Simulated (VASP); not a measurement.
A run of VASP 6.6.1 is set up as follows.

File INCAR:

```
PREC     = Accurate       # precision mode
ENCUT    = 600            # plane-wave cutoff, eV
EDIFF    = 1E-6           # SCF threshold, eV
ISMEAR   = 1              # smearing method
SIGMA    = 0.1            # smearing width, eV
LREAL    = F              # projectors in reciprocal space
LASPH    = T              # aspherical terms in the spheres
NELM     = 200            # most SCF steps
ALGO     = Normal         # electronic algorithm
ISIF     = 2              # what is computed and relaxed
LWAVE    = F              # write WAVECAR
LCHARG   = F              # write CHGCAR
ISPIN    = 2              # spin polarisation
MAGMOM   = -5             # initial moments
LORBIT   = 11             # projections on sites
NELECT   = 2.1          
ISYM     = 0            
NBANDS   = 11             # bands
GGA_COMPAT= F
```

KPOINTS

```
Automatic mesh
0
Gamma
  3 3 2
  0.5 0.5 0
```

The input POSCAR:

```
Mg
1.0
    3.0502998005      0.0000000000      0.0000000000
   -1.5251499003      2.6416371164      0.0000000000
    0.0000000000      0.0000000000      3.0448375700
Mg
1
Direct
    0.0000000000      0.0000000000      0.0000000000
```

Potentials or basis: VASP PAW LDA potentials, release 64 (Mg).

Command:

```bash
$ cat potpaw_LDA.64/Mg/POTCAR > POTCAR
$ mpirun -np 1 vasp_std > vasp.out
```

**Question.** Estimate the site moments.

**Answer.** Mg -0.02 μB.

**Question.** What does it give for the net moment?

**Answer.** -0.11 μB per cell.

Caveat: the k points lie up to 1.03 Å⁻¹ apart; the cell carries a net charge on a neutralising background, which shifts energy and pressure.
